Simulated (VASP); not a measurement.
A run of VASP 6.6.1 is set up as follows.

Contents of INCAR:

```
SYSTEM = MnAl3
ALGO = Normal
EDIFF = 1E-7
ENCUT = 520
GGA = PE
ISIF = 2
ISMEAR = 0
ISPIN = 2
LASPH = .True.
LCHARG = .True.
LELF = .True.
LMAXMIX = 4
LORBIT = 11
LREAL = .False.
LVHAR = .True.
LWAVE = .False.
MAGMOM = 0 0 0 1.38
NBANDS = 23
NELM = 150
PREC = Accurate
SIGMA = 0.1
```

Contents of KPOINTS:

```
k-points
0
Gamma
  12 12 12
  0 0 0
```

File POSCAR:

```
MnAl3
1.0
    0.0000000000      3.0393544795      3.0393544795
    3.0393544795      0.0000000000      3.0393544795
    3.0393544795      3.0393544795      0.0000000000
Al Mn
3 1
Direct
    0.2500000000      0.2500000000      0.2500000000
    0.7500000000      0.7500000000      0.7500000000
    0.5000000000      0.5000000000      0.5000000000
    0.0000000000      0.0000000000      0.0000000000
```

Potentials or basis: VASP PAW PBE potentials, release 64 (Al, Mn_pv).

Command:

```console
$ cat potpaw_PBE.64/Al/POTCAR potpaw_PBE.64/Mn_pv/POTCAR > POTCAR
$ mpirun -np 1 vasp_std > vasp.out
```

(1) Predict the pressure.

(2) What does it give for the net moment?

## Answers

(1) 0.0 GPa.

(2) 1.50 μB per cell.
